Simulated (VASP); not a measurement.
Set up this calculation in VASP 6.6.1, as the native input.

| Property | Result |
| --- | --- |
| Task | single point |
| Functional | PBE |
| Potentials or basis | VASP PAW PBE potentials, release 64 (Pt, S) |
| Cutoff | 520 eV |
| k mesh | 14 × 14 × 14 |
| Occupations | gaussian, width 0.1 eV |
| Spin | no spin polarisation |
| Dipole correction | no |
| Further INCAR settings | ALGO = Normal; EDIFF = 1e-06; NBANDS = 20 |

The structure of Pt2S lies in POSCAR:

```
Pt2S
1.0
    0.0000000000      2.9328578011      2.9328578011
    2.9328578011      0.0000000000      2.9328578011
    2.9328578011      2.9328578011      0.0000000000
Pt S
2 1
Direct
    0.2500000000      0.2500000000      0.2500000000
    0.7500000000      0.7500000000      0.7500000000
    0.0000000000      0.0000000000      0.0000000000
```

These files were run (other wordings do the same):

INCAR

```
SYSTEM = Pt2S
ALGO = Normal
EDIFF = 1E-6
ENCUT = 520
GGA = PE
ISIF = 2
ISMEAR = 0
LASPH = .TRUE.
LCHARG = .FALSE.
LREAL = .FALSE.
LWAVE = .FALSE.
NBANDS = 20
NELM = 80
PREC = Accurate
SIGMA = 0.1
```

KPOINTS

```
k-points
0
G
  14 14 14
  0 0 0
```

Potentials or basis: VASP PAW PBE potentials, release 64 (Pt, S).

Launch:

```sh
$ cat potpaw_PBE.64/Pt/POTCAR potpaw_PBE.64/S/POTCAR > POTCAR
$ mpirun -np 1 vasp_std > vasp.out
```

It gave:

```yaml
Pressure: -0.2 GPa
Band_gap_on_the_k_mesh: zero (bands 13 and 14 overlap by 1.37 eV)
```

Caveat: spin-orbit coupling is left out, which moves the levels of the heavy elements.

Run time: 40 s on 1 thread of AMD EPYC 9R45 96-Core Processor (Zen 5), on a shared host, peak memory 0.21 GiB.
